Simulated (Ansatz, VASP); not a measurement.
**Si3N4: VASP beside Ansatz**

```
Si N
1.0
     7.59500    0.00000    0.00000
    -3.79750    6.57746    0.00000
     0.00000    0.00000    2.90230
Si N
6 8
Direct
  0.76732 0.17356 0.32564
  0.59376 0.76732 0.82564
  0.82644 0.59376 0.32564
  0.23268 0.82644 0.82564
  0.40624 0.23268 0.32564
  0.17356 0.40624 0.82564
  0.02936 0.32975 0.32565
  0.69961 0.02936 0.82565
  0.67025 0.69961 0.32565
  0.97064 0.67025 0.82565
  0.30039 0.97064 0.32565
  0.32975 0.30039 0.82565
  0.33333 0.66667 0.82553
  0.66667 0.33333 0.32553
```

Alike in both runs: functional PBE; k mesh 4 × 4 × 10; occupations fermi-dirac, width 0.02 eV; no spin polarisation.

Ansatz relaxed the structure, and its values are those at the end. VASP's run is a single point on that final structure, the one shown.

|  | VASP | Ansatz |
| --- | --- | --- |
| version | VASP 6.6.1 | Ansatz 0.2.0 |
| potentials or method | VASP PAW PBE potentials, release 64 (Si, N) | plane-wave PAW, scalar-relativistic |
| plane-wave cutoff (eV) | 520 | 420 |
| valence electrons in the cell | 64 | 64 |

Ansatz gave:

* gap on the k mesh at the Fermi level (eV): 4.36
* pressure (GPa): 6.5
* rms of the force components (eV/Å): 0.005

Problem. What did VASP give for the same quantities?

Solution. gap on the k mesh at the Fermi level (eV): 4.35; pressure (GPa): 6.2; rms of the force components (eV/Å): 0.006.

Ansatz's warnings: stress scf threshold loose.
